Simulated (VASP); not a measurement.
W:

```
W
1.0
    -1.58234    1.58234    1.58234
     1.58234   -1.58234    1.58234
     1.58234    1.58234   -1.58234
W
1
Direct
  0.00000 0.00000 0.00000
```

```yaml
Program: VASP 6.6.1
Task: relaxation of cell and atoms
Functional: PBE
Potentials_or_basis: VASP PAW PBE potentials, release 64 (W_sv)
Cutoff: 500 eV
k_mesh: 9 × 9 × 9
Occupations: gaussian, width 0.02 eV
Spin: no spin polarisation
```

At the start: pressure 6.0 GPa; volume 15.85 Å³/atom.

Question: Where does the relaxation end?

Answer: Over 3 steps the energy falls by 5.6 meV/atom and the volume is 16.16 Å³/atom (+2.0 %); space group Im-3m (No. 229, to 0.05 Å).

The path:
| step | energy change (eV) | largest force (eV/Å) | pressure (GPa) | volume (Å³) |
| --- | --- | --- | --- | --- |
| 1 | 0.0000 | 0.0000 | 6.05 | 15.85 |
| 2 | 0.0573 | 0.0000 | -17.13 | 17.26 |
| 3 | -0.0056 | 0.0000 | -0.22 | 16.16 |

Final structure:
```yaml
crystal:
  lattice:
    - [-1.59276, 1.59276, 1.59276]
    - [1.59276, -1.59276, 1.59276]
    - [1.59276, 1.59276, -1.59276]
  atoms:
    - { symbol: W, position: [0.00000, 0.00000, 0.00000] }
```
